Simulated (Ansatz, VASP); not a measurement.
# Two plane-wave programs on BaTe

INCAR

```
SYSTEM = BaTe
PREC = Accurate
ENCUT = 520
EDIFF = 1E-6
ISMEAR = 0
SIGMA = 0.05
LREAL = .FALSE.
LASPH = .TRUE.
NELM = 100
ALGO = Normal
ISIF = 2
LWAVE = .FALSE.
LCHARG = .FALSE.
GGA = PE
NBANDS = 15
```

The input KPOINTS:

```
Automatic mesh
0
G
  8 8 8
  0 0 0
```

POSCAR

```
BaTe
1.0
    0.0587166213      3.9144414212      3.9144414212
    3.9144414212      0.0587166213      3.9144414212
    3.9731580425      3.9731580425      0.0000000000
Ba Te
1 1
Direct
    0.0000000000      0.0000000000      0.0000000000
    0.2500000000      0.2500000000      0.2500000000
```

Input for Ansatz:

```yaml
crystal:
  lattice:
    - [0.0587166213, 3.9144414212, 3.9144414212]
    - [3.9144414212, 0.0587166213, 3.9144414212]
    - [3.9731580425, 3.9731580425, 0.0]
  atoms:
    - { symbol: Ba, position: [0.0, 0.0, 0.0] }
    - { symbol: Te, position: [0.25, 0.25, 0.25] }
basis:
  ecutwfc: 420
  ecutrho_ratio: 4
kpoints:
  mp_grid: { grid: [8, 8, 8] }
hamiltonian:
  xc: pbe
scf:
  occupations: { method: gaussian, width: 0.05 }
output:
  forces: true
  stress: true
  eigenvalues: true
```

Change from the starting cell: strain e6 = +0.03, atoms carried along.

Alike in both runs: task single point; functional PBE; k mesh 8 × 8 × 8; occupations gaussian, width 0.05 eV; no spin polarisation.

```csv
,VASP,Ansatz
version,VASP 6.6.1,Ansatz 0.2.0
potentials or method,"VASP PAW PBE potentials, release 64 (Ba_sv, Te), cutoff 520 eV","scalar-relativistic, plane waves, PAW"
valence electrons in the cell,16,26
```

|  | VASP | Ansatz | Ansatz less VASP |
| --- | --- | --- | --- |
| gap on the k mesh at the Fermi level (eV) | 2.56 | 2.55 | -0.010 |
| least direct gap on the mesh (eV) | 2.91 | 2.93 | +0.023 |
| pressure (GPa) | 0.2 | 0.0 | -0.20 |
| traceless stress, the component that is largest in VASP (GPa) | -0.43 | -0.41 | +0.020 |
| rms of the force components (eV/Å) | 0.082 | 0.077 | -0.0057 |

Atom by atom the forces differ by 0.006 eV/Å (rms over components). The functional is the same, so the differences come from potentials, cutoffs and numerics. VASP's potentials hold 16 valence electrons a cell and Ansatz's 26, so a difference there can come from the potentials and not from the codes.

Neither program's run includes spin-orbit coupling.
